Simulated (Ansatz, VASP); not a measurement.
# Two plane-wave programs on CeO2

```xyz
3
Lattice="0.0000 2.7489 2.7489 2.7489 0.0000 2.7489 2.7489 2.7489 0.0000" Properties=species:S:1:pos:R:3 pbc="T T T"
Ce    0.0000    0.0000    0.0000
O     1.3745    1.3745    1.3745
O     4.1234    4.1234    4.1234
```

Alike in both runs: task single point; functional r2SCAN; dispersion D4; k mesh 8 × 8 × 8; occupations gaussian, width 0.05 eV; no spin polarisation.

|  | VASP | Ansatz |
| --- | --- | --- |
| version | VASP 6.6.1 | Ansatz 0.2.0 |
| potentials or method | VASP PAW PBE potentials, release 64 (Ce, O), cutoff 520 eV | scalar-relativistic, plane waves, PAW |
| valence electrons in the cell | 24 | 24 |

|  | VASP | Ansatz | Ansatz less VASP |
| --- | --- | --- | --- |
| gap on the k mesh at the Fermi level (eV) | 2.05 | 2.09 | +0.038 |
| least direct gap on the mesh (eV) | 2.17 | 2.21 | +0.038 |
| pressure (GPa) | -7.2 | -7.0 | +0.22 |

VASP's potentials were made for PBE, not for r2SCAN.

Spin-orbit coupling is off throughout.
